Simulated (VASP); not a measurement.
Y3Ti:

```
CELL_PARAMETERS angstrom
-2.19948 2.19948 4.91313
2.19948 -2.19948 4.91313
2.19948 2.19948 -4.91313
ATOMIC_POSITIONS crystal
Y 0.50000 0.50000 0.00000
Y 0.25000 0.75000 0.50000
Y 0.75000 0.25000 0.50000
Ti 0.00000 0.00000 0.00000
```

```yaml
Program: VASP 6.6.1
Task: relaxation of cell and atoms
Functional: PBE
Potentials_or_basis: VASP PAW PBE potentials, release 64 (Y_sv, Ti_sv)
Cutoff: 600 eV
k_mesh: 6 × 6 × 6
Occupations: gaussian, width 0.1 eV
Spin: no spin polarisation
```

At the start: pressure 9.6 GPa; volume 23.77 Å³/atom.

**Question.** Where does the relaxation end?

**Answer.** Over 6 steps the energy falls by 139.7 meV/atom and the volume is 27.78 Å³/atom (+16.9 %); space group I4/mmm (No. 139, to 0.1 Å) before and after.

The path:
```tsv
step	energy change (eV)	largest force (eV/Å)	pressure (GPa)	volume (Å³)
1	0.0000	0.0000	9.60	95.07
2	-0.4803	0.0000	-1.59	116.01
3	-0.4949	0.0000	-0.30	112.50
4	-0.5253	0.0000	-0.18	112.19
5	-0.5556	0.0000	0.07	111.46
6	-0.5586	0.0000	0.18	111.11
```

Final structure:
```
Y Ti
1.0
    -2.41448    2.41448    4.76477
     2.41448   -2.41448    4.76477
     2.41448    2.41448   -4.76477
Y Ti
3 1
Direct
  0.50000 0.50000 0.00000
  0.25000 0.75000 0.50000
  0.75000 0.25000 0.50000
  0.00000 0.00000 0.00000
```

Caveat: the volume moved by over 15 % at a fixed basis, so the end points are rough.
